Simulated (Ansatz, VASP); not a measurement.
# W: VASP beside Ansatz

Contents of INCAR:

```
  PREC = Accurate
  ENCUT = 520
  EDIFF = 1E-6
  ISMEAR = 0
  SIGMA = 0.1
  LREAL = False
  LASPH = True
  NELM = 80
  ALGO = Normal
  ISIF = 2
  LWAVE = False
  LCHARG = False
  GGA = PE
  NBANDS = 43
```

The input KPOINTS:

```
regular mesh
0
Gamma
  12 12 1
```

POSCAR

```
W
1.0
    2.8545944811      0.0000000000      0.0000000000
   -1.4272972405      2.4721513381      0.0000000000
    0.0000000000      0.0000000000     14.3230665350
W
5
Direct
    0.6666666667      0.3333333333      0.1745436282
    0.3333333333      0.6666666667      0.3372718141
    0.0000000000      0.0000000000      0.5000000000
    0.6666666667      0.3333333333      0.6627281859
    0.3333333333      0.6666666667      0.8254563718
```

Input for Ansatz:

```yaml
crystal:
  lattice:
    - [2.8545944811, 0.0, 0.0]
    - [-1.4272972405, 2.4721513381, 0.0]
    - [0.0, 0.0, 14.323066535]
  atoms:
    - { symbol: W, position: [0.6666666667, 0.3333333333, 0.1745436282] }
    - { symbol: W, position: [0.3333333333, 0.6666666667, 0.3372718141] }
    - { symbol: W, position: [0.0, 0.0, 0.5] }
    - { symbol: W, position: [0.6666666667, 0.3333333333, 0.6627281859] }
    - { symbol: W, position: [0.3333333333, 0.6666666667, 0.8254563718] }
basis:
  ecutwfc: 420
kpoints:
  mp_grid: { grid: [12, 12, 1] }
hamiltonian:
  xc: pbe
scf:
  occupations: { method: gaussian, width: 0.1 }
output:
  forces: true
  stress: true
  eigenvalues: true
```

Alike in both runs: task single point; functional PBE; k mesh 12 × 12 × 1; occupations gaussian, width 0.1 eV; no spin polarisation.

```csv
,VASP,Ansatz
version,VASP 6.6.1,Ansatz 0.2.0
potentials or method,"VASP PAW PBE potentials, release 64 (W_sv), cutoff 520 eV","scalar-relativistic, plane waves, PAW"
valence electrons in the cell,70,70
```

|  | VASP | Ansatz | Ansatz less VASP |
| --- | --- | --- | --- |
| gap on the k mesh at the Fermi level (eV) | none | none | - |
| rms of the force components (eV/Å) | 0.147 | 0.141 | -0.0057 |

Atom by atom the forces differ by 0.008 eV/Å (rms over components). A gap of «none» marks a metal or a gap that the smearing closes.

Neither program's run includes spin-orbit coupling.
